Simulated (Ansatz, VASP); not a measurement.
Given: the input of a run of Ansatz 0.2.0 on Mg2NCl.

The input input.yaml:

```yaml
crystal:
  lattice:
    - [1.6825199987, 0.9714033741, 6.0819725985]
    - [-1.6825199987, 0.9714033741, 6.0819725985]
    - [0.0, -1.9428067484, 6.0819725985]
  atoms:
    - { symbol: Cl, position: [0.0, 0.0, 0.0] }
    - { symbol: Mg, position: [0.777185, 0.777185, 0.777185] }
    - { symbol: Mg, position: [0.222815, 0.222815, 0.222815] }
    - { symbol: "N", position: [0.5, 0.5, 0.5] }
hamiltonian:
  xc: pbe
  pseudopotentials: { kind: paw }
kpoints:
  mp_grid: { grid: [9, 9, 9] }
scf:
  occupations: { method: fermi_dirac, width: 0.05 }
output:
  forces: true
  stress: true
  eigenvalues: true
```

Potentials or basis: Ansatz PAW.

Launch:

```sh
$ ansatz run input.yaml --threads 2 --pin off --max-ram 5120MiB --backend cpu --events-out ev --progress --plain --runs-dir out
```

Translate it to VASP 6.6.1. Potentials there: VASP PAW PBE potentials, release 64 (Cl, Mg, N).

As run (the cutoff follows the program's own potentials):

INCAR

```
PREC = Accurate ; ENCUT = 520
EDIFF = 1E-7 ; ISMEAR = -1
SIGMA = 0.05 ; LREAL = False
LASPH = True ; NELM = 100
ALGO = Normal ; ISIF = 2
LWAVE = False ; LCHARG = False
GGA = PE ; NBANDS = 16
```

The input KPOINTS:

```
regular mesh
0
Gamma
  9 9 9
```

File POSCAR:

```
Mg2NCl
1.0
    1.6825199987      0.9714033741      6.0819725985
   -1.6825199987      0.9714033741      6.0819725985
    0.0000000000     -1.9428067484      6.0819725985
Cl Mg N
1 2 1
Direct
    0.0000000000      0.0000000000      0.0000000000
    0.7771850000      0.7771850000      0.7771850000
    0.2228150000      0.2228150000      0.2228150000
    0.5000000000      0.5000000000      0.5000000000
```

Potentials or basis: VASP PAW PBE potentials, release 64 (Cl, Mg, N).

Launch:

```console
$ cat potpaw_PBE.64/Cl/POTCAR potpaw_PBE.64/Mg/POTCAR potpaw_PBE.64/N/POTCAR > POTCAR
$ mpirun -np 1 vasp_std > vasp.out
```

Both were run:

|  | VASP | Ansatz | Ansatz less VASP |
| --- | --- | --- | --- |
| gap on the k mesh at the Fermi level (eV) | 1.95 | 1.99 | +0.041 |
| least direct gap on the mesh (eV) | 1.95 | 1.99 | +0.041 |
| pressure (GPa) | -3.6 | -3.2 | +0.34 |
| traceless stress, the component that is largest in VASP (GPa) | 0.41 | 0.51 | +0.095 |
| rms of the force components (eV/Å) | 0.086 | 0.066 | -0.0201 |

Atom by atom the forces differ by 0.020 eV/Å (rms over components). VASP's potentials hold 16 valence electrons a cell and Ansatz's 32, so a difference there can come from the potentials and not from the codes.

Noted on Ansatz's run: odd divisions of the mesh miss points on the zone boundary, where band edges often lie, so the gap on the mesh can be too wide.
